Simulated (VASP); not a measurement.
# Li (Im-3m) in VASP: a series of runs

The runs below take Li through single point, with HSE06.

Everything below comes from runs of VASP 6.6.1. Logs are shortened: lines on timing, memory, paths and dates and some standing lists are left out, and cuts for length are marked.

## 1. The cell of the first run

It takes space group Im-3m (No. 229, cubic). Conventional cell: a = 3.533 Å, b = 3.533 Å, c = 3.533 Å, α = 90.00°, β = 90.00°, γ = 90.00°. Within 4.0 Å of Li (site symmetry m-3m) lie 14 Li at 3.06 to 3.53 Å.

## 2. Single point, HSE06

File POSCAR:

```
Li
1.0
   -1.7662705373      1.7662705373      1.7662705373
    1.7662705373     -1.7662705373      1.7662705373
    1.7662705373      1.7662705373     -1.7662705373
Li
1
Direct
    0.0000000000      0.0000000000      0.0000000000
```

File INCAR.step1:

```
SYSTEM = Li
PREC = Accurate
ENCUT = 520
EDIFF = 1E-5
ISMEAR = -1
SIGMA = 0.05
LREAL = .FALSE.
LASPH = .TRUE.
NELM = 60
ALGO = Normal
ISIF = 2
LWAVE = .TRUE.
LCHARG = .FALSE.
NBANDS = 8
GGA = PE
```

File INCAR.step2:

```
SYSTEM = Li
PREC = Accurate
ENCUT = 520
EDIFF = 1E-7
ISMEAR = -1
SIGMA = 0.05
LREAL = .FALSE.
LASPH = .TRUE.
NELM = 60
ALGO = Normal
ISIF = 2
LWAVE = .FALSE.
LCHARG = .FALSE.
GGA = PE
LHFCALC = .TRUE.
HFSCREEN = 0.2079
PRECFOCK = Normal
NBANDS = 8
ISTART = 1
```

File KPOINTS:

```
Automatic mesh
0
G
  6 6 6
  0 0 0
```

Potentials or basis: VASP PAW PBE potentials, release 64 (Li_sv).

Command:

```sh
$ cat potpaw_PBE.64/Li_sv/POTCAR > POTCAR
$ cp INCAR.step1 INCAR
$ mpirun -np 1 vasp_std > vasp.out
$ cp INCAR.step2 INCAR
$ mpirun -np 1 vasp_std > vasp.out
```

OUTCAR:

```text
SYSTEM = Li
   PREC = Accurate
   ENCUT = 520
   EDIFF = 1E-7
   ISMEAR = -1
   LREAL = .FALSE.
   LASPH = .TRUE.
   NELM = 60
   ISIF = 2
   GGA = PE
   LHFCALC = .TRUE.
   HFSCREEN = 0.2079
   PRECFOCK = Normal
   ISTART = 1

 ion  position               nearest neighbor table
   1  0.000  0.000  0.000-

  LATTYP: Found a body centered cubic cell.
 ALAT       =     3.5325410746

  Lattice vectors:

 A1 = (  -1.7662705373,   1.7662705373,   1.7662705373)
 A2 = (   1.7662705373,  -1.7662705373,   1.7662705373)
 A3 = (   1.7662705373,   1.7662705373,  -1.7662705373)

Analysis of symmetry for initial positions (statically):
=====================================================================
 Subroutine PRICEL returns:
 Original cell was already a primitive cell.

 Routine SETGRP: Setting up the symmetry group for a
 body centered cubic supercell.

 Subroutine GETGRP returns: Found 48 space group operations
 (whereof 48 operations were pure point group operations)
 out of a pool of 48 trial point group operations.

The static configuration has the point symmetry O_h .

Analysis of symmetry for dynamics (positions and initial velocities):
=====================================================================
 Subroutine PRICEL returns:
 Original cell was already a primitive cell.

 Routine SETGRP: Setting up the symmetry group for a
 body centered cubic supercell.

 Subroutine GETGRP returns: Found 48 space group operations
 (whereof 48 operations were pure point group operations)
 out of a pool of 48 trial point group operations.

The dynamic configuration has the point symmetry O_h .

 Subroutine INISYM returns: Found 48 space group operations
 (whereof 48 operations are pure point group operations),
 and found     1 'primitive' translations

----------------------------------------------------------------------------------------

                                     Primitive cell

  volume of cell :      22.0410

  direct lattice vectors                    reciprocal lattice vectors
    -1.766270537  1.766270537  1.766270537     0.000000000  0.283082342  0.283082342
     1.766270537 -1.766270537  1.766270537     0.283082342  0.000000000  0.283082342
     1.766270537  1.766270537 -1.766270537     0.283082342  0.283082342  0.000000000

  length of vectors
     3.059270311  3.059270311  3.059270311     0.400338887  0.400338887  0.400338887

  position of ions in fractional coordinates (direct lattice)
     0.000000000  0.000000000  0.000000000

  ion indices of the primitive-cell ions
   primitive index   ion index
                 1           1

----------------------------------------------------------------------------------------

 KPOINTS: Automatic mesh

Automatic generation of k-mesh.
 Grid dimensions read from file:
 generate k-points for:    6    6    6

 Generating k-lattice:

  Cartesian coordinates                     Fractional coordinates (reciprocal lattice)
     0.000000000  0.047180390  0.047180390     0.166666667  0.000000000  0.000000000
     0.047180390  0.000000000  0.047180390     0.000000000  0.166666667  0.000000000
     0.047180390  0.047180390  0.000000000     0.000000000  0.000000000  0.166666667

  Length of vectors
     0.066723148  0.066723148  0.066723148

  Shift w.r.t. Gamma in fractional coordinates (k-lattice)
     0.000000000  0.000000000  0.000000000

 Subroutine IBZKPT returns following result:
 ===========================================

 Found     16 irreducible k-points:

 Following reciprocal coordinates:
            Coordinates               Weight
  0.000000  0.000000  0.000000      1.000000
  0.166667  0.000000  0.000000     12.000000
  0.333333  0.000000  0.000000     12.000000
  0.500000  0.000000  0.000000      6.000000
  0.166667  0.166667  0.000000     24.000000
  0.333333  0.166667  0.000000     48.000000
[... 8 lines left out ...]
  0.500000  0.500000  0.333333     12.000000
  0.500000  0.500000  0.500000      1.000000
   k-points           NKPTS =     16   k-points in BZ     NKDIM =    216   number of bands    NBANDS=      8
   number of dos      NEDOS =    301   number of ions     NIONS =      1
   total plane-waves  NPLWV =  13824
   dimension x,y,z NGX =    24 NGY =   24 NGZ =   24
   dimension x,y,z NGXF=    48 NGYF=   48 NGZF=   48
   ions per type =               1
   NGX,Y,Z   is equivalent  to a cutoff of  13.04, 13.04, 13.04 a.u.
   NGXF,Y,Z  is equivalent  to a cutoff of  26.08, 26.08, 26.08 a.u.
 SYSTEM =  Li
   PREC   = accura    normal or accurate (medium, high low for compatibility)
   ISTART =      1    job   : 0-new  1-cont  2-samecut
   ICHARG =      0    charge: 1-file 2-atom 10-const
   ISPIN  =      1    spin polarized calculation?
   LNONCOLLINEAR =      F non collinear calculations
   LSORBIT =      F    spin-orbit coupling
   LASPH  =      T    aspherical Exc in radial PAW
   ENCUT  =  520.0 eV  38.22 Ry    6.18 a.u.   5.69  5.69  5.69*2*pi/ulx,y,z
   NELM   =     60;   NELMIN=  2; NELMDL=  0     # of ELM steps
   EDIFF  = 0.1E-06   stopping-criterion for ELM
   LREAL  =      F    real-space projection
   EDIFFG = 0.1E-05   stopping-criterion for IOM
   NSW    =      0    number of steps for IOM
   IBRION =     -1    ionic relax: 0-MD 1-quasi-New 2-CG
   NFREE  =      0    steps in history (QN), initial steepest desc. (CG)
   ISIF   =      2    stress and relaxation
   ISYM   =      3    0-nonsym 1-usesym 2-fastsym
   POTIM  = 0.5000    time-step for ionic-motion
   TEBEG  =    0.0;   TEEND  =   0.0 temperature during run
   PSTRESS=    0.0 pullay stress
   NELECT =       3.0000    total number of electrons
   NUPDOWN=      -1.0000    fix difference up-down
   EMIN   =  10.00;   EMAX   =-10.00  energy-range for DOS
   EFERMI =   0.00;   METHOD = LEGACY
   ISMEAR =    -1;   SIGMA  =   0.05  broadening in eV -4-tet -1-fermi 0-gaus
   EFERMI_NEDOS =   21; number of points for ismear=-14 and -15
   IALGO  =     38    algorithm
   IMIX   =      1    mixing-type and parameters
     AMIX     =   0.40;   BMIX     =  1.00
     AMIX_MAG =   1.60;   BMIX_MAG =  1.00
  volume/ion in A,a.u.               =      22.04       148.74
  Fermi-wavevector in a.u.,A,eV,Ry     =   0.842115  1.591366  9.648674  0.709158
  Thomas-Fermi vector in A             =   1.956769
   LORBIT       =      0    0 simple, 1 ext, 2 COOP (PROOUT), +10 PAW based schemes
   GGA     = PE    functional components
   LHFCALC =     T    Hartree Fock is set to
   PRECFOCK=normal    Normal, Fast or Accurate (Low or Medium for compatibility)
   ENCUT4O =  -1.0   cutoff for four orbital integrals eV
   NKREDX  =     1    reduce k-point grid by
   NKREDY  =     1    reduce k-point grid by
   NKREDZ  =     1    reduce k-point grid by
   AEXX    =    0.2500 exact exchange contribution
   HFSCREEN=    0.2079 screening length (either q_TF or 0.3 A-1)
   HFSCREENC=   0.2079 screening length for correlation (either q_TF or 0.3 A-1)
   ENCUTFOCK=  -1.0 apply spherical cutoff to Coloumb kernel
   IVDW    =     0    specifies the selected vdW correction
   LEPSILON=     F    determine dielectric tensor
   LRPA    =     F    only Hartree local field effects (RPA)
 non-spin polarized calculation
  energy-cutoff  :      520.00
  volume of cell :       22.04
 maximum number of plane-waves:       610
  NGX = 18; NGY = 18; NGZ = 18

 number of electron       2.9999995 magnetization

 Free energy of the ion-electron system (eV)
  ---------------------------------------------------
  ext. energy  EPLUGINS =         0.00000000
  ---------------------------------------------------
  free energy    TOTEN  =        -1.93498839 eV

  energy without entropy =       -1.91973067  energy(sigma->0) =       -1.92735953

 E-fermi :   0.4584     XC(G=0):  -5.7936

 val. band max:       -0.0511076556   @ k =   0.1667   0.1667   0.1667
 cond. band min:       0.4709953369   @ k =   0.3333   0.1667   0.0000
 fundamental gap:      0.5221029925
 Fermi energy:         0.4583975485

 k-point     1 :       0.0000    0.0000    0.0000
  band No.  band energies     occupation
      1     -49.9381      2.00000
      2      -3.7962      2.00000
      3      14.9991      0.00000
      4      14.9991      0.00000
      5      14.9992      0.00000
      6      19.4843      0.00000
      7      19.4843      0.00000
      8      19.4843      0.00000

 k-point     2 :       0.1667    0.0000    0.0000
  band No.  band energies     occupation
      1     -49.9342      2.00000
      2      -3.1629      2.00000
      3      11.8295      0.00000
      4      13.3037      0.00000
      5      14.1897      0.00000
      6      16.6846      0.00000
      7      17.1197      0.00000
      8      19.3431      0.00000

 k-point     3 :       0.3333    0.0000    0.0000
  band No.  band energies     occupation
      1     -49.9267      2.00000
      2      -1.2871      2.00000
      3       6.8058      0.00000
      4      11.5427      0.00000
      5      12.8619      0.00000
      6      14.6734      0.00000
      7      17.0085      0.00000
      8      20.6989      0.00000

 k-point     4 :       0.5000    0.0000    0.0000
  band No.  band energies     occupation
      1     -49.9231      2.00000
      2       0.7901      0.00263
      3       3.6765      0.00000
      4      10.9216      0.00000
      5      12.3263      0.00000
      6      13.9986      0.00000
      7      17.2551      0.00000
      8      22.5913      0.00000

 k-point     5 :       0.1667    0.1667    0.0000
  band No.  band energies     occupation
      1     -49.9286      2.00000
      2      -1.8955      2.00000
      3       9.0572      0.00000
      4      10.1063      0.00000
      5      12.4053      0.00000
      6      17.0355      0.00000
      7      17.5222      0.00000
      8      20.2394      0.00000
[... 89 lines left out ...]
 k-point    14 :      -0.3333    0.3333    0.3333
  band No.  band energies     occupation
      1     -49.9189      2.00000
      2       1.2736      0.00000
      3       7.5328      0.00000
      4       7.5328      0.00000
      5       9.7131      0.00000
      6      12.6479      0.00000
      7      16.4003      0.00000
      8      23.1376      0.00000

 k-point    15 :       0.5000    0.5000    0.3333
  band No.  band energies     occupation
      1     -49.9165      2.00000
      2       3.6488      0.00000
      3       5.0159      0.00000
      4       6.8761      0.00000
      5      10.2591      0.00000
      6      12.1640      0.00000
      7      14.0033      0.00000
      8      23.2012      0.00000

 k-point    16 :       0.5000    0.5000    0.5000
  band No.  band energies     occupation
      1     -49.9143      2.00000
      2       6.2161      0.00000
      3       6.2161      0.00000
      4       6.2161      0.00000
      5       8.3333      0.00000
      6       8.3333      0.00000
      7      13.6895      0.00000
      8      28.4098      0.00000

------------------------ aborting loop because EDIFF is reached ----------------------------------------

  FORCE on cell =-STRESS in cart. coord.  units (eV):
  Direction    XX          YY          ZZ          XY          YZ          ZX
  --------------------------------------------------------------------------------------
  -------------------------------------------------------------------------------------
  Total       -0.0880440     -0.0880440     -0.0880440      0.0000000      0.0000000     -0.0000000
  in kB       -6.3999797     -6.3999797     -6.3999797      0.0000000      0.0000000     -0.0000000
  external PRESSURE =      -6.3999797 kB  Pullay stress =       0.0000000 kB

 VOLUME and BASIS-vectors are now :
 -----------------------------------------------------------------------------
  energy-cutoff  :      520.00
  volume of cell :       22.04
      direct lattice vectors                 reciprocal lattice vectors
    -1.766270537  1.766270537  1.766270537     0.000000000  0.283082342  0.283082342
     1.766270537 -1.766270537  1.766270537     0.283082342  0.000000000  0.283082342
     1.766270537  1.766270537 -1.766270537     0.283082342  0.283082342  0.000000000

 POSITION                                       TOTAL-FORCE (eV/Angst)
 -----------------------------------------------------------------------------------
      0.00000      0.00000      0.00000        -0.000000      0.000000      0.000000
 -----------------------------------------------------------------------------------
    total drift:                                0.000000     -0.000000     -0.000000

  FREE ENERGIE OF THE ION-ELECTRON SYSTEM (eV)
  ---------------------------------------------------
  free  energy   TOTEN  =        -1.9349883859 eV

  energy  without entropy=       -1.9197306663  energy(sigma->0) =       -1.92735953
```

It took 1.9 min on 1 thread of Intel Xeon Platinum 8259CL at 2.50GHz (Skylake/Cascade Lake), shared host; peak memory 0.22 GiB.

What came out:

```yaml
Free_energy: -1.9350 eV
Band_gap_on_the_k_mesh: zero (an odd number of electrons rules out a gap without spin polarisation)
```

Levels at points of the mesh, in eV from the Fermi level:
```
           k point  band 1  band 2  band 3  band 4  band 5  band 6
(0.00, 0.00, 0.00)  -50.40   -4.25   14.54   14.54   14.54   19.03
(0.50, 0.00, 0.00)  -50.38    0.33    3.22   10.46   11.87   13.54
(0.50, 0.50, 0.50)  -50.37    5.76    5.76    5.76    7.87    7.87
```

Caveat: the k points lie up to 0.42 Å⁻¹ apart, too coarse for converged energies and pressures of a metal; the cutoff is under 1.25 times the usual one of these potentials, so pressure, stress and relaxed cells hold a basis-set (Pulay) error; the PAW data sets were made with another functional, which shifts forces and pressure a little.

(Continued in part 2 of 2.)
